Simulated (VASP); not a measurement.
Si:

```
CELL_PARAMETERS angstrom
0.00000 2.72185 2.72185
2.72185 0.00000 2.72185
2.72185 2.72185 0.00000
ATOMIC_POSITIONS crystal
Si 0.50000 0.50000 0.50000
Si 0.75000 0.75000 0.75000
```

* Program: VASP 6.6.1
* Task: relaxation of cell and atoms
* Functional: revPBE
* Dispersion: D3(BJ)
* Potentials or basis: VASP PAW PBE potentials, release 64 (Si)
* Cutoff: 600 eV
* k mesh: 8 × 8 × 8
* Occupations: fermi-dirac, width 0.05 eV
* Spin: no spin polarisation

At the start: pressure -2.6 GPa; volume 20.16 Å³/atom.

Q: Where does the relaxation end?

A: Over 3 steps the energy falls by 4.9 meV/atom and the volume is 19.58 Å³/atom (-2.9 %); space group Fd-3m (No. 227, to 0.05 Å).

The path:
```
step  energy change (eV)  largest force (eV/Å)  pressure (GPa)  volume (Å³)
   1              0.0000                0.0000           -2.57        40.33
   2             -0.0060                0.0000            1.76        38.47
   3             -0.0097                0.0000            0.01        39.16
```

Final structure:
```cif
data_structure
_symmetry_space_group_name_H-M 'P 1'
_symmetry_Int_Tables_number 1
_cell_length_a 3.8117
_cell_length_b 3.8117
_cell_length_c 3.8117
_cell_angle_alpha 60.000
_cell_angle_beta 60.000
_cell_angle_gamma 60.000
_cell_volume 39.16
loop_
_atom_site_label
_atom_site_type_symbol
_atom_site_fract_x
_atom_site_fract_y
_atom_site_fract_z
_atom_site_occupancy
Si1 Si 0.50000 0.50000 0.50000 1
Si2 Si 0.75000 0.75000 0.75000 1
```

Caveat: the PAW data sets were made with another functional, which shifts forces and pressure a little.
